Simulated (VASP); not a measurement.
Input of a VASP 6.6.1 run:

Contents of INCAR:

```
SYSTEM = Ce
ALGO     = Normal         ! electronic algorithm
EDIFF    = 1E-6           ! SCF threshold, eV
ENCUT    = 520            ! plane-wave cutoff, eV
GGA      = PE             ! functional
ISIF     = 2              ! what is computed and relaxed
ISMEAR   = -1             ! smearing method
LASPH    = .True.         ! aspherical terms in the spheres
LCHARG   = .False.        ! write CHGCAR
LREAL    = .False.        ! projectors in reciprocal space
LWAVE    = .False.        ! write WAVECAR
NBANDS   = 12             ! bands
NELM     = 80             ! most SCF steps
PREC     = Accurate       ! precision mode
SIGMA    = 0.06122561905347299 ! smearing width, eV
```

KPOINTS

```
k-points
0
Gamma
  40 40 40
  0 0 0
```

File POSCAR:

```
Ce
1.0
   -1.9211290740      1.9211290740      1.9211290740
    1.9211290740     -1.9211290740      1.9211290740
    1.9211290740      1.9211290740     -1.9211290740
Ce
1
Direct
    0.0000000000      0.0000000000      0.0000000000
```

Potentials or basis: VASP PAW PBE potentials, release 64 (Ce).

Launch:

```sh
$ cat potpaw_PBE.64/Ce/POTCAR > POTCAR
$ mpirun -np 1 vasp_std > vasp.out
```

Estimate the band gap on the k mesh.

zero (bands 6 and 7 overlap by 0.97 eV).

What does it give for the pressure?

-1.1 GPa.

Caveat: spin-orbit coupling is left out, which moves the levels of the heavy elements; semilocal functionals describe open f shells poorly, which spoils levels, moments and volumes. Spin polarisation is off, so any magnetic state and its effect on volume and gap are missing.
